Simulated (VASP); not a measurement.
# Ca (Pm-3m) in VASP: further runs

Ca is run at these levels: r2SCAN; tasks: single point.

Program: VASP 6.6.1. These are calculated values, not measurements. Logs are shortened: lines on timing, memory, paths and dates and some standing lists are left out, and cuts for length are marked.

### 1 The cell of the first run

The structure is cubic, space group Pm-3m (No. 221). The conventional cell has a = 3.507 Å, b = 3.507 Å, c = 3.507 Å, α = 90.00°, β = 90.00°, γ = 90.00°. Within 4.6 Å of Ca (site symmetry m-3m) lie 6 Ca at 3.51 Å.

This isn't the form of Ca at room conditions, which is fcc.

### 2 Single point, r2SCAN

Input file POSCAR:

```
Ca
1.0
    3.5065510619      0.0000000000      0.0000000000
    0.0000000000      3.5065510619      0.0000000000
    0.0000000000      0.0000000000      3.5065510619
Ca
1
Direct
    0.0000000000      0.0000000000      0.0000000000
```

Input file INCAR.step1:

```
SYSTEM = Ca
PREC = Accurate ; ENCUT = 520
ISMEAR = -1 ; SIGMA = 0.1
LREAL = .False. ; LASPH = .True.
NELM = 100 ; NBANDS = 11
GGA = PE ; ALGO = Normal
EDIFF = 1E-4 ; LWAVE = .True.
LCHARG = .False.
```

Input file INCAR.step2:

```
SYSTEM = Ca
PREC = Accurate ; ENCUT = 520
EDIFF = 1E-7 ; ISMEAR = -1
SIGMA = 0.1 ; LREAL = .False.
LASPH = .True. ; NELM = 100
ALGO = Normal ; ISIF = 2
LWAVE = .False. ; LCHARG = .False.
METAGGA = R2SCAN ; LMIXTAU = .True.
NBANDS = 11 ; ISTART = 1
```

Input file KPOINTS:

```
regular mesh
0
Gamma
  9 9 9
  0 0 0
```

Potentials or basis: VASP PAW PBE potentials, release 64 (Ca_sv).

Launch:

```console
cat potpaw_PBE.64/Ca_sv/POTCAR > POTCAR
cp INCAR.step1 INCAR
mpirun -np 1 vasp_std > vasp.out
cp INCAR.step2 INCAR
mpirun -np 1 vasp_std > vasp.out
```

OUTCAR:

```text
SYSTEM = Ca
   PREC = Accurate
   ENCUT = 520
   EDIFF = 1E-7
   ISMEAR = -1
   LREAL = .False.
   LASPH = .True.
   NELM = 100
   ISIF = 2
   METAGGA = R2SCAN
   ISTART = 1

 ion  position               nearest neighbor table
   1  0.000  0.000  0.000-

  LATTYP: Found a simple cubic cell.
 ALAT       =     3.5065510619

  Lattice vectors:

 A1 = (   3.5065510619,   0.0000000000,   0.0000000000)
 A2 = (   0.0000000000,   3.5065510619,   0.0000000000)
 A3 = (   0.0000000000,   0.0000000000,   3.5065510619)

Analysis of symmetry for initial positions (statically):
=====================================================================
 Subroutine PRICEL returns:
 Original cell was already a primitive cell.

 Routine SETGRP: Setting up the symmetry group for a
 simple cubic supercell.

 Subroutine GETGRP returns: Found 48 space group operations
 (whereof 48 operations were pure point group operations)
 out of a pool of 48 trial point group operations.

The static configuration has the point symmetry O_h .

Analysis of symmetry for dynamics (positions and initial velocities):
=====================================================================
 Subroutine PRICEL returns:
 Original cell was already a primitive cell.

 Routine SETGRP: Setting up the symmetry group for a
 simple cubic supercell.

 Subroutine GETGRP returns: Found 48 space group operations
 (whereof 48 operations were pure point group operations)
 out of a pool of 48 trial point group operations.

The dynamic configuration has the point symmetry O_h .

 Subroutine INISYM returns: Found 48 space group operations
 (whereof 48 operations are pure point group operations),
 and found     1 'primitive' translations

----------------------------------------------------------------------------------------

                                     Primitive cell

  volume of cell :      43.1162

  direct lattice vectors                    reciprocal lattice vectors
     3.506551062  0.000000000  0.000000000     0.285180504  0.000000000  0.000000000
     0.000000000  3.506551062  0.000000000     0.000000000  0.285180504  0.000000000
     0.000000000  0.000000000  3.506551062     0.000000000  0.000000000  0.285180504

  length of vectors
     3.506551062  3.506551062  3.506551062     0.285180504  0.285180504  0.285180504

  position of ions in fractional coordinates (direct lattice)
     0.000000000  0.000000000  0.000000000

  ion indices of the primitive-cell ions
   primitive index   ion index
                 1           1

----------------------------------------------------------------------------------------

 KPOINTS: regular mesh

Automatic generation of k-mesh.
 Grid dimensions read from file:
 generate k-points for:    9    9    9

 Generating k-lattice:

  Cartesian coordinates                     Fractional coordinates (reciprocal lattice)
     0.031686723  0.000000000  0.000000000     0.111111111  0.000000000  0.000000000
     0.000000000  0.031686723  0.000000000     0.000000000  0.111111111  0.000000000
     0.000000000  0.000000000  0.031686723     0.000000000  0.000000000  0.111111111

  Length of vectors
     0.031686723  0.031686723  0.031686723

  Shift w.r.t. Gamma in fractional coordinates (k-lattice)
     0.000000000  0.000000000  0.000000000

 Subroutine IBZKPT returns following result:
 ===========================================

 Found     35 irreducible k-points:

 Following reciprocal coordinates:
            Coordinates               Weight
  0.000000  0.000000  0.000000      1.000000
  0.111111  0.000000  0.000000      6.000000
  0.222222  0.000000  0.000000      6.000000
  0.333333  0.000000  0.000000      6.000000
  0.444444  0.000000  0.000000      6.000000
  0.111111  0.111111  0.000000     12.000000
[... 16 lines left out ...]
  0.333333  0.333333  0.111111     24.000000
  0.444444  0.333333  0.111111     48.000000
 [... further k-points ...]
   k-points           NKPTS =     35   k-points in BZ     NKDIM =     35   number of bands    NBANDS=     11
   number of dos      NEDOS =    301   number of ions     NIONS =      1
   total plane-waves  NPLWV =  21952
   dimension x,y,z NGX =    28 NGY =   28 NGZ =   28
   dimension x,y,z NGXF=    56 NGYF=   56 NGZF=   56
   ions per type =               1
   NGX,Y,Z   is equivalent  to a cutoff of  13.27, 13.27, 13.27 a.u.
   NGXF,Y,Z  is equivalent  to a cutoff of  26.55, 26.55, 26.55 a.u.
 SYSTEM =  Ca
   PREC   = accura    normal or accurate (medium, high low for compatibility)
   ISTART =      1    job   : 0-new  1-cont  2-samecut
   ICHARG =      0    charge: 1-file 2-atom 10-const
   ISPIN  =      1    spin polarized calculation?
   LNONCOLLINEAR =      F non collinear calculations
   LSORBIT =      F    spin-orbit coupling
   LASPH  =      T    aspherical Exc in radial PAW
   ENCUT  =  520.0 eV  38.22 Ry    6.18 a.u.   6.52  6.52  6.52*2*pi/ulx,y,z
   NELM   =    100;   NELMIN=  2; NELMDL=  0     # of ELM steps
   EDIFF  = 0.1E-06   stopping-criterion for ELM
   LREAL  =      F    real-space projection
   EDIFFG = 0.1E-05   stopping-criterion for IOM
   NSW    =      0    number of steps for IOM
   IBRION =     -1    ionic relax: 0-MD 1-quasi-New 2-CG
   NFREE  =      0    steps in history (QN), initial steepest desc. (CG)
   ISIF   =      2    stress and relaxation
   ISYM   =      2    0-nonsym 1-usesym 2-fastsym
   POTIM  = 0.5000    time-step for ionic-motion
   TEBEG  =    0.0;   TEEND  =   0.0 temperature during run
   PSTRESS=    0.0 pullay stress
   NELECT =      10.0000    total number of electrons
   NUPDOWN=      -1.0000    fix difference up-down
   EMIN   =  10.00;   EMAX   =-10.00  energy-range for DOS
   EFERMI =   0.00;   METHOD = LEGACY
   ISMEAR =    -1;   SIGMA  =   0.10  broadening in eV -4-tet -1-fermi 0-gaus
   EFERMI_NEDOS =   21; number of points for ismear=-14 and -15
   IALGO  =     38    algorithm
   IMIX   =      4    mixing-type and parameters
     AMIX     =   0.40;   BMIX     =  1.00
     AMIX_MAG =   1.60;   BMIX_MAG =  1.00
  volume/ion in A,a.u.               =      43.12       290.96
  Fermi-wavevector in a.u.,A,eV,Ry     =   1.005838  1.900758 13.765149  1.011710
  Thomas-Fermi vector in A             =   2.138543
   LORBIT       =      0    0 simple, 1 ext, 2 COOP (PROOUT), +10 PAW based schemes
   METAGGA = R2SCAN    functional components
   LHFCALC =     F    Hartree Fock is set to
   AEXX    =    0.0000 exact exchange contribution
   IVDW    =     0    specifies the selected vdW correction
   LEPSILON=     F    determine dielectric tensor
   LRPA    =     F    only Hartree local field effects (RPA)
 non-spin polarized calculation
  energy-cutoff  :      520.00
  volume of cell :       43.12
 maximum number of plane-waves:      1189
 NGX is ok and might be reduce to    28
   NGX = 13   NGY = 13   NGZ = 13

 number of electron       9.9999997 magnetization

 Free energy of the ion-electron system (eV)
  ---------------------------------------------------
  ext. energy  EPLUGINS =         0.00000000
  ---------------------------------------------------
  free energy    TOTEN  =        -6.63989260 eV

  energy without entropy =       -6.60901799  energy(sigma->0) =       -6.62445529

 E-fermi :   1.8688     XC(G=0):  -8.0992

 val. band max:        1.8124890997   @ k =   0.4444   0.4444   0.2222
 cond. band min:       1.9207856022   @ k =   0.4444   0.2222   0.0000
 fundamental gap:      0.1082965025
 Fermi energy:         1.8687765768

 k-point     1 :       0.0000    0.0000    0.0000
  band No.  band energies     occupation
      1     -42.1772      2.00000
      2     -22.1840      2.00000
      3     -22.1840      2.00000
      4     -22.1840      2.00000
      5      -2.2315      2.00000
      6       2.9413      0.00004
      7       2.9413      0.00004
      8       6.3293      0.00000
      9       6.3293      0.00000
     10       6.3293      0.00000
     11      10.9946      0.00000

 k-point     2 :       0.1111    0.0000    0.0000
  band No.  band energies     occupation
      1     -42.1750      2.00000
      2     -22.2096      2.00000
      3     -22.1817      2.00000
      4     -22.1817      2.00000
      5      -2.0474      2.00000
      6       2.9810      0.00003
      7       2.9997      0.00002
      8       6.1290      0.00000
      9       6.1290      0.00000
     10       6.3426      0.00000
     11       9.9095      0.00000

 k-point     3 :       0.2222    0.0000    0.0000
  band No.  band energies     occupation
      1     -42.1695      2.00000
      2     -22.2739      2.00000
      3     -22.1761      2.00000
      4     -22.1761      2.00000
      5      -1.5140      2.00000
      6       2.9582      0.00004
      7       3.1548      0.00001
      8       5.7001      0.00000
      9       5.7001      0.00000
     10       6.3766      0.00000
     11       8.4310      0.00000

 k-point     4 :       0.3333    0.0000    0.0000
  band No.  band energies     occupation
      1     -42.1633      2.00000
      2     -22.3462      2.00000
      3     -22.1697      2.00000
      4     -22.1697      2.00000
      5      -0.6837      2.00000
      6       2.5127      0.00319
      7       3.3454      0.00000
      8       5.2986      0.00000
      9       5.2986      0.00000
     10       6.4157      0.00000
     11       7.6398      0.00000
[... 239 lines left out ...]
 k-point    22 :       0.4444    0.2222    0.1111
  band No.  band energies     occupation
      1     -42.1497      2.00000
      2     -22.3775      2.00000
      3     -22.2486      2.00000
      4     -22.1819      2.00000
      5       0.9986      1.99967
      6       2.0596      0.25829
      7       3.8913      0.00000
      8       4.3983      0.00000
      9       5.4549      0.00000
     10       5.7294      0.00000
     11       7.5830      0.00000

 k-point    23 :       0.3333    0.3333    0.1111
  band No.  band energies     occupation
      1     -42.1477      2.00000
      2     -22.3253      2.00000
      3     -22.3208      2.00000
      4     -22.1797      2.00000
      5       0.7103      1.99998
      6       2.9462      0.00004
      7       3.7537      0.00000
      8       4.4994      0.00000
      9       5.3542      0.00000
     10       5.4653      0.00000
     11       8.1029      0.00000

 k-point    24 :       0.4444    0.3333    0.1111
  band No.  band energies     occupation
      1     -42.1437      2.00000
      2     -22.3677      2.00000
      3     -22.3171      2.00000
      4     -22.1754      2.00000
      5       1.3411      1.98983
      6       2.5745      0.00172
      7       3.9698      0.00000
      8       4.2821      0.00000
      9       5.4855      0.00000
     10       5.6130      0.00000
     11       7.5039      0.00000

 [... further k-points ...]

------------------------ aborting loop because EDIFF is reached ----------------------------------------

  FORCE on cell =-STRESS in cart. coord.  units (eV):
  Direction    XX          YY          ZZ          XY          YZ          ZX
  --------------------------------------------------------------------------------------
  -------------------------------------------------------------------------------------
  Total        0.0038521      0.0038521      0.0038521     -0.0000000      0.0000000      0.0000000
  in kB        0.1431418      0.1431418      0.1431418     -0.0000000      0.0000000      0.0000000
  external PRESSURE =       0.1431418 kB  Pullay stress =       0.0000000 kB

 VOLUME and BASIS-vectors are now :
 -----------------------------------------------------------------------------
  energy-cutoff  :      520.00
  volume of cell :       43.12
      direct lattice vectors                 reciprocal lattice vectors
     3.506551062  0.000000000  0.000000000     0.285180504  0.000000000  0.000000000
     0.000000000  3.506551062  0.000000000     0.000000000  0.285180504  0.000000000
     0.000000000  0.000000000  3.506551062     0.000000000  0.000000000  0.285180504

 POSITION                                       TOTAL-FORCE (eV/Angst)
 -----------------------------------------------------------------------------------
      0.00000      0.00000      0.00000         0.000000      0.000000      0.000000
 -----------------------------------------------------------------------------------
    total drift:                               -0.000000      0.000000     -0.000000

  FREE ENERGIE OF THE ION-ELECTRON SYSTEM (eV)
  ---------------------------------------------------
  free  energy   TOTEN  =        -6.6398925978 eV

  energy  without entropy=       -6.6090179911  energy(sigma->0) =       -6.62445529
```

It took 36 s on 1 thread of Intel Xeon 6975P-C (Granite Rapids), shared host; peak memory 0.16 GiB.

Results:

- Free energy: -6.6399 eV
- Pressure: 0.0 GPa
- Band gap on the k mesh: zero (bands 5 and 6 overlap by 0.94 eV)

Caveat: the PAW data sets were made with another functional, which shifts forces and pressure a little.

### 3 Single point, r2SCAN (37.94 Å³/atom)

This run uses another cell than the first one, of 37.94 Å³/atom.

Input file POSCAR:

```
Ca
1.0
    3.3602716776      0.0000000000      0.0000000000
    0.0000000000      3.3602716776      0.0000000000
    0.0000000000      0.0000000000      3.3602716776
Ca
1
Direct
    0.0000000000      0.0000000000      0.0000000000
```

Input file INCAR.step1:

```
ALGO = Normal ; EDIFF = 1E-4
ENCUT = 520 ; GGA = PE
ISMEAR = -1 ; LASPH = True
LCHARG = False ; LREAL = False
LWAVE = True ; NBANDS = 11
NELM = 60 ; PREC = Accurate
SIGMA = 0.1
```

Input file INCAR.step2:

```
ALGO = Normal ; EDIFF = 1E-7
ENCUT = 520 ; ISIF = 2
ISMEAR = -1 ; ISTART = 1
LASPH = True ; LCHARG = True
LELF = True ; LMIXTAU = True
LREAL = False ; LVHAR = True
LWAVE = False ; METAGGA = R2SCAN
NBANDS = 11 ; NELM = 60
PREC = Accurate ; SIGMA = 0.1
```

Input file KPOINTS:

```
k-points
0
Gamma
  10 10 10
```

Potentials or basis: VASP PAW PBE potentials, release 64 (Ca_sv).

Launch:

```console
cat potpaw_PBE.64/Ca_sv/POTCAR > POTCAR
cp INCAR.step1 INCAR
mpirun -np 1 vasp_std > vasp.out
cp INCAR.step2 INCAR
mpirun -np 1 vasp_std > vasp.out
```

Wall time 44 s (1 thread of Intel Xeon 6975P-C (Granite Rapids), shared host); peak memory 0.17 GiB.

The run converged. Its results:

```yaml
Free_energy: -6.6207 eV
Pressure: 1.7 GPa
Band_gap_on_the_k_mesh: zero (bands 5 and 6 overlap by 1.30 eV)
```

Levels at points of the mesh, in eV from the Fermi level:
```
           k point  band 2  band 3  band 4  band 5  band 6  band 7  band 8  band 9
(0.00, 0.00, 0.00)  -23.79  -23.79  -23.79   -4.27    1.05    1.05    4.89    4.89
(0.50, 0.00, 0.00)  -24.11  -23.76  -23.76   -1.03   -0.62    1.68    3.40    3.40
(0.50, 0.50, 0.00)  -24.06  -24.06  -23.73   -0.65    1.39    2.90    2.90    3.77
(0.50, 0.50, 0.50)  -24.02  -24.02  -24.02    0.68    0.68    0.68    5.76    5.76
```

Caveat: the PAW data sets were made with another functional, which shifts forces and pressure a little.

### 4 Single point, r2SCAN (39.67 Å³/atom)

This run uses another cell than the first one, of 39.67 Å³/atom.

Input file POSCAR:

```
Ca
1.0
    3.4104323814      0.0000000000      0.0000000000
    0.0000000000      3.4104323814      0.0000000000
    0.0000000000      0.0000000000      3.4104323814
Ca
1
Direct
    0.0000000000      0.0000000000      0.0000000000
```

Input file INCAR.step1:

```
  PREC = Accurate
  ENCUT = 520
  ISMEAR = -1
  SIGMA = 0.1
  LREAL = F
  LASPH = T
  NELM = 100
  NBANDS = 11
  GGA = PE
  ALGO = Normal
  EDIFF = 1E-4
  LWAVE = T
  LCHARG = F
```

Input file INCAR.step2:

```
  PREC = Accurate
  ENCUT = 520
  EDIFF = 1E-6
  ISMEAR = -1
  SIGMA = 0.1
  LREAL = F
  LASPH = T
  NELM = 100
  ALGO = Normal
  ISIF = 2
  LWAVE = F
  LCHARG = F
  METAGGA = R2SCAN
  LMIXTAU = T
  NBANDS = 11
  ISTART = 1
```

Input file KPOINTS:

```
regular mesh
0
Gamma
  10 10 10
```

Launch:

```console
cat potpaw_PBE.64/Ca_sv/POTCAR > POTCAR
cp INCAR.step1 INCAR
mpirun -np 1 vasp_std > vasp.out
cp INCAR.step2 INCAR
mpirun -np 1 vasp_std > vasp.out
```

It took 42 s on 1 thread of Intel Xeon 6975P-C (Granite Rapids), shared host; peak memory 0.17 GiB.

The run converged. Its results:

```yaml
Free_energy: -6.6358 eV
Pressure: 1.0 GPa
Band_gap_on_the_k_mesh: zero (bands 5 and 6 overlap by 1.36 eV)
```

Levels at points of the mesh, in eV from the Fermi level:
```
           k point  band 3  band 4  band 5  band 6  band 7  band 8
(0.00, 0.00, 0.00)  -23.89  -23.89   -4.23    1.05    1.05    4.72
(0.50, 0.00, 0.00)  -23.87  -23.87   -1.08   -0.66    1.66    3.30
(0.50, 0.50, 0.00)  -24.13  -23.84   -0.58    1.32    2.72    2.72
(0.50, 0.50, 0.50)  -24.10  -24.10    0.70    0.70    0.70    5.55
```

Caveat: the PAW data sets were made with another functional, which shifts forces and pressure a little.

### 5 The runs side by side

```csv
cell,k mesh,gap on the mesh (eV),pressure (GPa)
"a = 3.507 Å, 1 atom",9 × 9 × 9,none,0.0
"a = 3.360 Å, 1 atom",10 × 10 × 10,none,1.7
"a = 3.410 Å, 1 atom",10 × 10 × 10,none,1.0
```

Alike in all rows: task single point; level r2SCAN; potentials or basis VASP PAW PBE potentials, release 64 (Ca_sv); no spin polarisation; cutoff (eV) 520; smearing fermi-dirac 0.1 eV.

Caveats: the PAW data sets were made with another functional, which shifts forces and pressure a little.

Absolute energies hang on the potentials; compare differences alone.
